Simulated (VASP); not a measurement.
# Li (C2/m) in VASP: notebook

Runs on Li. Level: PBE. Tasks: electric field gradients.

Program: VASP 6.6.1. These are calculated values, not measurements. Logs are shortened: lines on timing, memory, paths and dates and some standing lists are left out, and cuts for length are marked.

**1. The cell of the first run**

Symmetry: C2/m, No. 12, monoclinic system. The conventional cell has a = 5.308 Å, b = 3.065 Å, c = 4.965 Å, α = 90.00°, β = 90.00°, γ = 90.00°. Within 3.5 Å of Li (site symmetry m) lie 12 Li at 2.68 to 3.36 Å.

**2. Electric field gradients, PBE (shortest bond scaled by 0.88)**

Input file INCAR:

```
ALGO     = Normal         # electronic algorithm
EDIFF    = 1E-8           # SCF threshold, eV
ENCUT    = 520            # plane-wave cutoff, eV
GGA      = PE             # functional
ISIF     = 2              # what is computed and relaxed
ISMEAR   = -1             # smearing method
LASPH    = T              # aspherical terms in the spheres
LCHARG   = F              # write CHGCAR
LEFG     = T            
LREAL    = F              # projectors in reciprocal space
LWAVE    = F              # write WAVECAR
NBANDS   = 10             # bands
NELM     = 100            # most SCF steps
PREC     = Accurate       # precision mode
SIGMA    = 0.05           # smearing width, eV
```

Input file KPOINTS:

```
k-points
0
Gamma
  11 11 6
```

Input file POSCAR:

```
Li
1.0
    3.0646488937      0.0000000000      0.0000000000
   -1.5323244468      2.6540637956      0.0000000000
    0.0000000000      0.0000000000      4.9647312077
Li
2
Direct
    0.2933333333      0.6466666667      0.2200000000
    0.7066666667      0.3533333333      0.7800000000
```

Potentials or basis: VASP PAW PBE potentials, release 64 (Li_sv).

Command:

```
> cat potpaw_PBE.64/Li_sv/POTCAR > POTCAR
> mpirun -np 1 vasp_std > vasp.out
```

OUTCAR:

```text
EDIFF = 1E-8
   ENCUT = 520
   GGA = PE
   ISIF = 2
   ISMEAR = -1
   LASPH = T
   LREAL = F
   NELM = 100
   PREC = Accurate

 ion  position               nearest neighbor table
   1  0.293  0.647  0.220-
   2  0.707  0.353  0.780-

  LATTYP: Found a hexagonal cell.
 ALAT       =     3.0646488937
 C/A-ratio  =     1.6200000000

  Lattice vectors:

 A1 = (   3.0646488937,   0.0000000000,   0.0000000000)
 A2 = (  -1.5323244468,   2.6540637956,   0.0000000000)
 A3 = (   0.0000000000,   0.0000000000,   4.9647312077)

Analysis of symmetry for initial positions (statically):
=====================================================================
 Subroutine PRICEL returns:
 Original cell was already a primitive cell.

 Routine SETGRP: Setting up the symmetry group for a
 hexagonal supercell.

 Subroutine GETGRP returns: Found  4 space group operations
 (whereof  4 operations were pure point group operations)
 out of a pool of 24 trial point group operations.

The static configuration has the point symmetry C_2h.

Analysis of symmetry for dynamics (positions and initial velocities):
=====================================================================
 Subroutine PRICEL returns:
 Original cell was already a primitive cell.

 Routine SETGRP: Setting up the symmetry group for a
 hexagonal supercell.

 Subroutine GETGRP returns: Found  4 space group operations
 (whereof  4 operations were pure point group operations)
 out of a pool of 24 trial point group operations.

The dynamic configuration has the point symmetry C_2h.

 Subroutine INISYM returns: Found  4 space group operations
 (whereof  4 operations are pure point group operations),
 and found     1 'primitive' translations

----------------------------------------------------------------------------------------

                                     Primitive cell

  volume of cell :      40.3820

  direct lattice vectors                    reciprocal lattice vectors
     3.064648894  0.000000000  0.000000000     0.326301653  0.188390347  0.000000000
    -1.532324447  2.654063796  0.000000000     0.000000000  0.376780694  0.000000000
     0.000000000  0.000000000  4.964731208     0.000000000  0.000000000  0.201420773

  length of vectors
     3.064648894  3.064648894  4.964731208     0.376780694  0.376780694  0.201420773

  position of ions in fractional coordinates (direct lattice)
     0.293333333  0.646666667  0.220000000
     0.706666667  0.353333333  0.780000000

  ion indices of the primitive-cell ions
   primitive index   ion index
                 1           1
                 2           2

----------------------------------------------------------------------------------------

 KPOINTS: k-points

Automatic generation of k-mesh.
 Grid dimensions read from file:
 generate k-points for:   11   11    6

 Generating k-lattice:

  Cartesian coordinates                     Fractional coordinates (reciprocal lattice)
     0.029663787  0.017126395  0.000000000     0.090909091 -0.000000000  0.000000000
     0.000000000  0.034252790  0.000000000     0.000000000  0.090909091  0.000000000
     0.000000000  0.000000000  0.033570129     0.000000000  0.000000000  0.166666667

  Length of vectors
     0.034252790  0.034252790  0.033570129

  Shift w.r.t. Gamma in fractional coordinates (k-lattice)
     0.000000000  0.000000000  0.000000000

 Subroutine IBZKPT returns following result:
 ===========================================

 Found    204 irreducible k-points:

 Following reciprocal coordinates:
            Coordinates               Weight
  0.000000  0.000000  0.000000      1.000000
  0.090909 -0.000000  0.000000      2.000000
  0.000000  0.090909  0.000000      4.000000
  0.181818  0.000000  0.000000      2.000000
  0.000000  0.181818  0.000000      4.000000
  0.272727  0.000000  0.000000      2.000000
[... 16 lines left out ...]
  0.454545  0.090909  0.000000      2.000000
 -0.090909 -0.454545  0.000000      4.000000
 [... further k-points ...]
   k-points           NKPTS =    204   k-points in BZ     NKDIM =    204   number of bands    NBANDS=     10
   number of dos      NEDOS =    301   number of ions     NIONS =      2
   total plane-waves  NPLWV =  23040
   dimension x,y,z NGX =    24 NGY =   24 NGZ =   40
   dimension x,y,z NGXF=    48 NGYF=   48 NGZF=   80
   ions per type =               2
   NGX,Y,Z   is equivalent  to a cutoff of  13.02, 13.02, 13.39 a.u.
   NGXF,Y,Z  is equivalent  to a cutoff of  26.04, 26.04, 26.79 a.u.
 SYSTEM =  unknown system
   PREC   = accura    normal or accurate (medium, high low for compatibility)
   ISTART =      0    job   : 0-new  1-cont  2-samecut
   ICHARG =      2    charge: 1-file 2-atom 10-const
   ISPIN  =      1    spin polarized calculation?
   LNONCOLLINEAR =      F non collinear calculations
   LSORBIT =      F    spin-orbit coupling
   LASPH  =      T    aspherical Exc in radial PAW
   ENCUT  =  520.0 eV  38.22 Ry    6.18 a.u.   5.70  5.70  9.23*2*pi/ulx,y,z
   NELM   =    100;   NELMIN=  2; NELMDL= -5     # of ELM steps
   EDIFF  = 0.1E-07   stopping-criterion for ELM
   LREAL  =      F    real-space projection
   EDIFFG = 0.1E-06   stopping-criterion for IOM
   NSW    =      0    number of steps for IOM
   IBRION =     -1    ionic relax: 0-MD 1-quasi-New 2-CG
   NFREE  =      0    steps in history (QN), initial steepest desc. (CG)
   ISIF   =      2    stress and relaxation
   ISYM   =      2    0-nonsym 1-usesym 2-fastsym
   POTIM  = 0.5000    time-step for ionic-motion
   TEBEG  =    0.0;   TEEND  =   0.0 temperature during run
   PSTRESS=    0.0 pullay stress
   NELECT =       6.0000    total number of electrons
   NUPDOWN=      -1.0000    fix difference up-down
   EMIN   =  10.00;   EMAX   =-10.00  energy-range for DOS
   EFERMI =   0.00;   METHOD = LEGACY
   ISMEAR =    -1;   SIGMA  =   0.05  broadening in eV -4-tet -1-fermi 0-gaus
   EFERMI_NEDOS =   21; number of points for ismear=-14 and -15
   IALGO  =     38    algorithm
   IMIX   =      4    mixing-type and parameters
     AMIX     =   0.40;   BMIX     =  1.00
     AMIX_MAG =   1.60;   BMIX_MAG =  1.00
  volume/ion in A,a.u.               =      20.19       136.26
  Fermi-wavevector in a.u.,A,eV,Ry     =   0.867087  1.638557 10.229401  0.751840
  Thomas-Fermi vector in A             =   1.985570
   LORBIT       =      0    0 simple, 1 ext, 2 COOP (PROOUT), +10 PAW based schemes
   GGA     = PE    functional components
   LHFCALC =     F    Hartree Fock is set to
   AEXX    =    0.0000 exact exchange contribution
   IVDW    =     0    specifies the selected vdW correction
   LEPSILON=     F    determine dielectric tensor
   LRPA    =     F    only Hartree local field effects (RPA)
 non-spin polarized calculation
  energy-cutoff  :      520.00
  volume of cell :       40.38
 maximum number of plane-waves:      1108
   NGX = 11   NGY = 11   NGZ = 19

 number of electron       5.9999982 magnetization

 Free energy of the ion-electron system (eV)
  ---------------------------------------------------
  ext. energy  EPLUGINS =         0.00000000
  ---------------------------------------------------
  free energy    TOTEN  =        -3.74694918 eV

  energy without entropy =       -3.73683109  energy(sigma->0) =       -3.74189014

 E-fermi :   0.6524     XC(G=0):  -7.0368

 val. band max:        0.6508348062   @ k =  -0.4545  -0.0000   0.3333
 cond. band min:       0.6856750102   @ k =  -0.1818   0.0000   0.1667
 fundamental gap:      0.0348402040
 Fermi energy:         0.6524409298

 k-point     1 :       0.0000    0.0000    0.0000
  band No.  band energies     occupation
      1     -45.8992      2.00000
      2     -45.8712      2.00000
      3      -2.9246      2.00000
      4       0.7307      0.34595
      5       3.5112      0.00000
      6      12.7463      0.00000
      7      13.2250      0.00000
      8      14.0005      0.00000
      9      14.8293      0.00000
     10      15.6703      0.00000
[... 287 lines left out ...]
 k-point    24 :      -0.0909   -0.4545    0.0000
  band No.  band energies     occupation
      1     -45.8798      2.00000
      2     -45.8666      2.00000
      3       0.5291      1.84359
      4       1.9219      0.00000
      5       5.3641      0.00000
      6       6.6584      0.00000
      7       6.7873      0.00000
      8       7.1515      0.00000
      9      10.1249      0.00000
     10      12.7000      0.00000

 [... further k-points ...]

------------------------ aborting loop because EDIFF is reached ----------------------------------------

  FORCE on cell =-STRESS in cart. coord.  units (eV):
  Direction    XX          YY          ZZ          XY          YZ          ZX
  --------------------------------------------------------------------------------------
  -------------------------------------------------------------------------------------
  Total        0.0531697     -0.0190340      0.2630808      0.0625302      0.0363044      0.0628811
  in kB        2.1095362     -0.7551844     10.4378718      2.4809208      1.4403969      2.4948409
  external PRESSURE =       3.9307412 kB  Pullay stress =       0.0000000 kB

 VOLUME and BASIS-vectors are now :
 -----------------------------------------------------------------------------
  energy-cutoff  :      520.00
  volume of cell :       40.38
      direct lattice vectors                 reciprocal lattice vectors
     3.064648894  0.000000000  0.000000000     0.326301653  0.188390347  0.000000000
    -1.532324447  2.654063796  0.000000000     0.000000000  0.376780694  0.000000000
     0.000000000  0.000000000  4.964731208     0.000000000  0.000000000  0.201420773

 POSITION                                       TOTAL-FORCE (eV/Angst)
 -----------------------------------------------------------------------------------
     -0.09194      1.71629      1.09224         0.050994      0.029441      0.401773
      1.62426      0.93777      3.87249        -0.050994     -0.029441     -0.401773
 -----------------------------------------------------------------------------------
    total drift:                               -0.000000      0.000000     -0.000000

  FREE ENERGIE OF THE ION-ELECTRON SYSTEM (eV)
  ---------------------------------------------------
  free  energy   TOTEN  =        -3.7469491845 eV

  energy  without entropy=       -3.7368310935  energy(sigma->0) =       -3.74189014

 Electric field gradients (V/A^2)
---------------------------------------------------------------------
 ion       V_xx      V_yy      V_zz      V_xy      V_xz      V_yz
---------------------------------------------------------------------
   1      -0.001    -0.181     0.183     0.159     0.094     0.054
   2      -0.001    -0.181     0.183     0.159     0.094     0.054
---------------------------------------------------------------------

 Electric field gradients after diagonalization (V/A^2)
 (convention: |V_zz| > |V_xx| > |V_yy|)
----------------------------------------------------------------------
 ion       V_xx      V_yy      V_zz     asymmetry (V_yy - V_xx)/ V_zz
----------------------------------------------------------------------
   1       0.255     0.020    -0.274       0.857
   2       0.255     0.020    -0.274       0.857
----------------------------------------------------------------------

           NMR quadrupolar parameters

 Cq : quadrupolar parameter    Cq=e*Q*V_zz/h
 eta: asymmetry parameters     (V_yy - V_xx)/ V_zz
 Q  : nuclear electric quadrupole moment in mb (millibarn)
----------------------------------------------------------------------
 ion       Cq(MHz)       eta       Q (mb)
----------------------------------------------------------------------
   1      -0.001       0.857       1.000
   2      -0.001       0.857       1.000
----------------------------------------------------------------------
```

Wall time 56 s (1 thread of Intel Xeon Platinum 8259CL at 2.50GHz (Skylake/Cascade Lake), shared host); peak memory 0.19 GiB.

Results:

| Item | Value |
| --- | --- |
| Free energy | -3.7469 eV |
| Largest force | 0.406 eV/Å |
| Band gap on the k mesh | zero (bands 3 and 4 overlap by 3.94 eV) |
| Largest electric field gradient by atom | Li -0.27 V/Å² |

Forces in eV/Å, atoms in the order of the input:
```
Li   0.051  0.029  0.402
Li  -0.051 -0.029 -0.402
```

Caveat: the cell differs from its parent crystal (shortest bond scaled by 0.88); the cutoff is under 1.25 times the usual one of these potentials, so pressure, stress and relaxed cells hold a basis-set (Pulay) error; without QUAD_EFG the Cq values of the log hold for a quadrupole moment of 1 mb, not for the nuclei.

(Part 1 of 2 ends here.)
